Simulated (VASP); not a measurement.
# Si4N in VASP: a series of runs, part 2 of 2

VASP 6.6.1. Earlier steps stand in the parts before.

## 3. Relaxation of cell and atoms, PBE

This run uses another cell than the first one: it holds 5 atoms, not 10.

INCAR reads:

```
PREC = Accurate ; ENCUT = 600
EDIFF = 1E-7 ; ISMEAR = 0
SIGMA = 0.1 ; LREAL = F
LASPH = T ; NELM = 60
ALGO = Normal ; ISIF = 3
LWAVE = F ; LCHARG = F
GGA = PE ; IBRION = 2
NSW = 100 ; EDIFFG = -0.01
```

KPOINTS reads:

```
Automatic mesh
0
Gamma
  12 12 4
```

POSCAR reads:

```
Si4N
1.0
    3.8166439455      0.0000000000      0.0000000000
   -1.9083219728      3.3053106140      0.0000000000
    0.0000000000      0.0000000000      7.5197412063
Si N
4 1
Direct
    0.0000000000      0.0000000000      0.7812356991
    0.0000000000      0.0000000000      0.2187643009
    0.3333333333      0.6666666667      0.3442121613
    0.3333333333      0.6666666667      0.6557878387
    0.0000000000      0.0000000000      0.0000000000
```

Potentials or basis: VASP PAW PBE potentials, release 64 (Si, N).

Started as:

```console
$ cat potpaw_PBE.64/Si/POTCAR potpaw_PBE.64/N/POTCAR > POTCAR
$ mpirun -np 1 vasp_std > vasp.out
```

OUTCAR:

```text
PREC = Accurate
   ENCUT = 600
   EDIFF = 1E-7
   ISMEAR = 0
   LREAL = F
   LASPH = T
   NELM = 60
   ISIF = 3
   GGA = PE
   IBRION = 2
   NSW = 100
   EDIFFG = -0.01

 ion  position               nearest neighbor table
   1  0.000  0.000  0.781-   5 1.65   4 2.40   4 2.40   4 2.40
   2  0.000  0.000  0.219-   5 1.65   3 2.40   3 2.40   3 2.40
   3  0.333  0.667  0.344-   4 2.34   2 2.40   2 2.40   2 2.40
   4  0.333  0.667  0.656-   3 2.34   1 2.40   1 2.40   1 2.40
   5  0.000  0.000  0.000-   1 1.65   2 1.65

  LATTYP: Found a hexagonal cell.
 ALAT       =     3.8166439455
 C/A-ratio  =     1.9702495998

  Lattice vectors:

 A1 = (   3.8166439455,   0.0000000000,   0.0000000000)
 A2 = (  -1.9083219728,   3.3053106140,   0.0000000000)
 A3 = (   0.0000000000,   0.0000000000,   7.5197412063)

Analysis of symmetry for initial positions (statically):
=====================================================================
 Subroutine PRICEL returns:
 Original cell was already a primitive cell.

 Routine SETGRP: Setting up the symmetry group for a
 hexagonal supercell.

 Subroutine GETGRP returns: Found 12 space group operations
 (whereof 12 operations were pure point group operations)
 out of a pool of 24 trial point group operations.

The static configuration has the point symmetry D_3h.

Analysis of symmetry for dynamics (positions and initial velocities):
[... 321 lines left out ...]

 number of electron      21.0000000 magnetization

 Free energy of the ion-electron system (eV)
  ---------------------------------------------------
  ext. energy  EPLUGINS =         0.00000000
  ---------------------------------------------------
  free energy    TOTEN  =       -29.64583849 eV

  energy without entropy =      -29.63831162  energy(sigma->0) =      -29.64207506

 E-fermi :   4.3861     XC(G=0):  -9.1499

 val. band max:        4.3661469094   @ k =   0.0833   0.0833   0.2500
 cond. band min:       4.4550686508   @ k =   0.0833   0.0833   0.0000
 fundamental gap:      0.0889217414
 Fermi energy:         4.3861049064

 k-point     1 :       0.0000    0.0000    0.0000
  band No.  band energies     occupation
      1     -10.5101      2.00000
      2      -6.0876      2.00000
      3      -5.9178      2.00000
      4      -1.1193      2.00000
      5       0.5725      2.00000
      6       2.3502      2.00000
      7       2.3502      2.00000
      8       4.7726      0.00000
      9       4.7726      0.00000
     10       4.8486      0.00000
     11       4.8486      0.00000
     12       6.4389      0.00000
     13       7.4102      0.00000
     14       8.2878      0.00000
[... 377 lines left out ...]
      1     -10.2898      2.00000
      2      -5.4842      2.00000
      3      -4.1725      2.00000
      4      -2.0631      2.00000
      5      -0.4598      2.00000
      6       0.7814      2.00000
      7       1.2770      2.00000
      8       1.7863      2.00000
      9       3.1188      2.00000
     10       3.4078      2.00000
     11       4.6526      0.00016
     12       6.1205      0.00000
     13       7.2074      0.00000
     14       7.6022      0.00000

 [... further k-points ...]

------------------------ aborting loop because EDIFF is reached ----------------------------------------

  FORCE on cell =-STRESS in cart. coord.  units (eV):
  Direction    XX          YY          ZZ          XY          YZ          ZX
  --------------------------------------------------------------------------------------
  -------------------------------------------------------------------------------------
  Total        0.0402084      0.0402084     -0.0156146     -0.0000000      0.0000000      0.0000000
  in kB        0.6808488      0.6808488     -0.2644028     -0.0000000      0.0000000      0.0000000
  external PRESSURE =       0.3657649 kB  Pullay stress =       0.0000000 kB
[... 20 lines left out ...]
  FREE ENERGIE OF THE ION-ELECTRON SYSTEM (eV)
  ---------------------------------------------------
  free  energy   TOTEN  =       -29.6458384916 eV

  energy  without entropy=      -29.6383116212  energy(sigma->0) =      -29.64207506

 reached required accuracy - stopping structural energy minimisation
```

OSZICAR:

```text
N       E                     dE             d eps       ncg     rms          rms(c)
DAV:   1     0.678085849377E+02    0.67809E+02   -0.89237E+03  1596   0.136E+03
DAV:   2    -0.257906051561E+02   -0.93599E+02   -0.90741E+02  2124   0.194E+02
DAV:   3    -0.328336719833E+02   -0.70431E+01   -0.69685E+01  2120   0.589E+01
[... 46 lines left out ...]
DAV:   3    -0.296458387323E+02   -0.75586E-06   -0.57772E-05  1908   0.552E-02    0.181E-02
DAV:   4    -0.296458390885E+02   -0.35618E-06   -0.11487E-05  2526   0.249E-02    0.845E-03
DAV:   5    -0.296458386352E+02    0.45327E-06   -0.66291E-06  2106   0.217E-02    0.201E-03
DAV:   6    -0.296458384895E+02    0.14571E-06   -0.78756E-07  1860   0.726E-03    0.827E-04
DAV:   7    -0.296458384916E+02   -0.21100E-08   -0.68080E-08   912   0.241E-03
   5 F= -.29645838E+02 E0= -.29642075E+02  d E =-.134840E-03
```

It took 4.7 min on 1 thread of Intel Xeon 6975P-C (Granite Rapids), shared host; peak memory 0.27 GiB.

Results:

```yaml
Free_energy: -29.6458 eV
Relaxed_volume: 18.92 Å³/atom
Relaxed_cell: a = 3.816 Å, b = 3.816 Å, c = 7.503 Å, α = 90.00°, β = 90.00°, γ = 120.00°
Space_group_after_relaxing_to_0.05_Å: P-6m2 (No. 187)
Energy_gained_by_relaxing: 0.1 meV/atom
Ionic_steps: 5
Pressure_after_relaxing: 0.0 GPa
Largest_force_after_relaxing: 0.009 eV/Å
```

Forces on the atoms (eV/Å):
```
Si   0.000  0.000 -0.002
Si   0.000  0.000  0.002
Si   0.000  0.000 -0.009
Si   0.000  0.000  0.009
N    0.000  0.000  0.000
```

Stress tensor (GPa, compression positive):
```
 0.07  0.00  0.00
 0.00  0.07  0.00
 0.00  0.00 -0.03
```

Step by step:
| step | energy change (eV) | largest force (eV/Å) | pressure (GPa) | volume (Å³) |
| --- | --- | --- | --- | --- |
| 1 | 0.0000 | 0.0566 | -0.18 | 94.86 |
| 2 | -0.0005 | 0.0730 | 0.16 | 94.58 |
| 3 | -0.0005 | 0.0707 | 0.12 | 94.62 |
| 4 | -0.0003 | 0.0984 | -0.08 | 94.62 |
| 5 | -0.0006 | 0.0091 | 0.04 | 94.62 |

Final structure:
```
CELL_PARAMETERS angstrom
3.81585 0.00000 0.00000
-1.90793 3.30462 0.00000
0.00000 0.00000 7.50349
ATOMIC_POSITIONS crystal
Si 0.00000 0.00000 0.78066
Si 0.00000 0.00000 0.21934
Si 0.33333 0.66667 0.34452
Si 0.33333 0.66667 0.65548
N 0.00000 0.00000 0.00000
```
